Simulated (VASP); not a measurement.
Ag, 2 atoms in the cell. It takes space group P6_3/mmc (No. 194, hexagonal). The conventional cell has a = 2.807 Å, b = 2.807 Å, c = 4.566 Å, α = 90.00°, β = 90.00°, γ = 120.00°. Ag (site symmetry -6m2) has 12 Ag at 2.80 to 2.81 Å within 3.7 Å. 

- Program: VASP 6.6.1
- Task: single point
- Functional: r2SCAN
- Potentials or basis: VASP PAW PBE potentials, release 64 (Ag)
- Cutoff: 520 eV
- k mesh: 10 × 10 × 6
- Occupations: fermi-dirac, width 0.1 eV
- Spin: no spin polarisation
- Dipole correction: no
- Further INCAR settings: ALGO = Normal; EDIFF = 1e-06; NBANDS = 18

Potentials or basis: VASP PAW PBE potentials, release 64 (Ag).

Launch:

```sh
$ cat potpaw_PBE.64/Ag/POTCAR > POTCAR
$ cp INCAR.step1 INCAR
$ mpirun -np 1 vasp_std > vasp.out
$ cp INCAR.step2 INCAR
$ mpirun -np 1 vasp_std > vasp.out
```

Hardware: 1 thread of Intel(R) Xeon(R) 6975P-C (Granite Rapids), on a shared host.

Problem. Estimate the wall time of this run.

Solution. Wall time 34 s on 1 thread of Intel(R) Xeon(R) 6975P-C (Granite Rapids) (shared host), peak memory 0.17 GiB. Counts: k points 56.
